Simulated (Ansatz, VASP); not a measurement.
**Ge in VASP and in Ansatz**

```
Ge
1.0
     4.01326    0.00000    0.00000
     0.00000    4.01326    0.00000
     0.00000    0.00000   23.09450
Ge
6
Direct
  0.75000 0.00000 0.34582
  0.25000 0.00000 0.40727
  0.25000 0.50000 0.46920
  0.75000 0.50000 0.53080
  0.75000 0.00000 0.59273
  0.25000 0.00000 0.65418
```

Alike in both runs: functional PBEsol; k mesh 8 × 8 × 1; occupations fermi-dirac, width 0.02 eV; no spin polarisation.

Ansatz relaxed the structure, and its values are those at the end. VASP's run is a single point on that final structure, the one shown.

|  | VASP | Ansatz |
| --- | --- | --- |
| version | VASP 6.6.1 | Ansatz 0.2.0 |
| potentials or method | VASP PAW PBE potentials, release 64 (Ge_d) | PAW with Ansatz's default frozen-core files, scalar-relativistic |
| plane-wave cutoff (eV) | 520 | 420 |
| valence electrons in the cell | 84 | 84 |

```tsv
	VASP	Ansatz	Ansatz less VASP
rms of the force components (eV/Å)	0.005	0.004	-0.0018
```

VASP's potentials were made for PBE, not for PBEsol. Ansatz's warnings: stress scf threshold loose.
